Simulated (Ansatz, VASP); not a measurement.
# Nb in VASP and in Ansatz

INCAR

```
PREC = Accurate
ENCUT = 520
EDIFF = 1E-7
ISMEAR = -1
SIGMA = 0.08
LREAL = F
LASPH = T
NELM = 100
ALGO = Normal
ISIF = 2
LWAVE = F
LCHARG = F
GGA = PE
NBANDS = 12
```

KPOINTS

```
Automatic mesh
0
Gamma
  13 13 13
```

Contents of POSCAR:

```
Nb
1.0
    0.0000000000      2.1573000000      2.1150000000
    2.1573000000      0.0000000000      2.1150000000
    2.1573000000      2.1573000000      0.0000000000
Nb
1
Direct
    0.0000000000      0.0000000000      0.0000000000
```

Input for Ansatz:

```yaml
crystal:
  lattice:
    - [0.0, 2.1573, 2.115]
    - [2.1573, 0.0, 2.115]
    - [2.1573, 2.1573, 0.0]
  atoms:
    - { symbol: Nb, position: [0.0, 0.0, 0.0] }
kpoints:
  mp_grid: { grid: [13, 13, 13] }
  band_path:
    path:
      - [0.0, 0.0, 0.0]
      - [0.0, 0.5, 0.5]
      - [0.25, 0.75, 0.5]
      - [0.0, 0.5, 0.0]
      - [0.0, 0.0, 0.0]
      - [0.5, 0.5, 0.0]
      - [0.38005, 0.61995, 0.0]
      - [-0.38005, 0.38005, 0.0]
      - [0.0, 0.0, 0.0]
    npoints: 5
scf:
  occupations: { method: fermi_dirac, width: 0.08 }
hamiltonian:
  xc: pbe
  pseudopotentials: { kind: all_electron, lapw: { basis_error: 0.00025 } }
output:
  forces: true
  stress: true
  eigenvalues: true
```

Change from the starting cell: equal xx and yy strain of +2 %.

Alike in both runs: task single point; functional PBE; k mesh 13 × 13 × 13; occupations fermi-dirac, width 0.08 eV; no spin polarisation.

|  | VASP | Ansatz |
| --- | --- | --- |
| version | VASP 6.6.1 | Ansatz 0.2.0 |
| potentials or method | VASP PAW PBE potentials, release 64 (Nb_sv), cutoff 520 eV | all-electron LAPW, scalar-relativistic |

Ansatz gave:

| Item | Value |
| --- | --- |
| pressure (GPa) | -7.1 |
| traceless stress, the component that is largest in VASP (GPa) | -3.02 |

Problem. What did VASP give for the same quantities?

Solution. Pressure (GPa): -7.4; traceless stress, the component that is largest in VASP (GPa): -3.00.

Ansatz ran all-electron here, and VASP with PAW potentials.
